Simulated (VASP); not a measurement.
Input of a VASP 6.6.1 run:

The input INCAR:

```
SYSTEM = Sb
ALGO = Normal
EDIFF = 1E-6
ENCUT = 520
GGA = PE
ISIF = 2
ISMEAR = 0
LASPH = .TRUE.
LCHARG = .FALSE.
LREAL = .FALSE.
LWAVE = .FALSE.
NBANDS = 12
NELM = 60
PREC = Accurate
SIGMA = 0.1
```

The input KPOINTS:

```
k-points
0
G
  18 18 10
  0 0 0
```

The input POSCAR:

```
Sb
1.0
    3.2814567967      0.0000000000      0.0000000000
   -1.6407283984      2.8418249474      0.0000000000
    0.0000000000      0.0000000000      6.2511837362
Sb
2
Direct
    0.0000000000      0.0000000000      0.2500043047
    0.0000000000      0.0000000000      0.7499956953
```

Potentials or basis: VASP PAW PBE potentials, release 64 (Sb).

Run with:

```bash
$ cat potpaw_PBE.64/Sb/POTCAR > POTCAR
$ mpirun -np 1 vasp_std > vasp.out
```

What does it give for the band gap on the k mesh?

Zero (bands 5 and 6 overlap by 8.33 eV).

Predict the pressure.

-0.1 GPa.

Caveat: spin-orbit coupling is left out, which moves the levels of the heavy elements.
